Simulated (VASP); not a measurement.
Mg2C3, 5 atoms in the cell. The structure is monoclinic, space group C2/m (No. 12). The conventional cell has a = 4.839 Å, b = 4.743 Å, c = 4.888 Å, α = 90.00°, β = 104.87°, γ = 90.00°. Mg (site symmetry m) has 9 C at 2.17 to 2.83 Å within 2.9 Å. C (site symmetry m) has 1 C at 1.30 Å within 1.7 Å. Within 1.7 Å of C (site symmetry 2/m) lie 2 C at 1.30 Å.  This cell differs from its parent crystal: ratio of the length along z to the lengths across it x 0.96, volume and fractional coordinates fixed.

| Quantity | Value |
| --- | --- |
| Program | VASP 6.6.1 |
| Task | single point |
| Functional | r2SCAN |
| Potentials or basis | VASP PAW PBE potentials, release 64 (Mg, C) |
| Cutoff | 520 eV |
| k mesh | 10 × 10 × 6 |
| Occupations | gaussian, width 0.05 eV |
| Spin | no spin polarisation |
| Dipole correction | no |
| Further INCAR settings | ALGO = Normal; EDIFF = 1e-07; NBANDS = 16 |

Potentials or basis: VASP PAW PBE potentials, release 64 (Mg, C).

The run is started by

```sh
$ cat potpaw_PBE.64/Mg/POTCAR potpaw_PBE.64/C/POTCAR > POTCAR
$ cp INCAR.step1 INCAR
$ mpirun -np 1 vasp_std > vasp.out
$ cp INCAR.step2 INCAR
$ mpirun -np 1 vasp_std > vasp.out
```

Hardware: 1 thread of Intel Xeon 6975P-C (shared host).

Problem. Estimate the wall time of this run.

Solution. Wall time 6.8 min on 1 thread of Intel Xeon 6975P-C, with other jobs on the host, peak memory 0.27 GiB. Counts: k points 172.
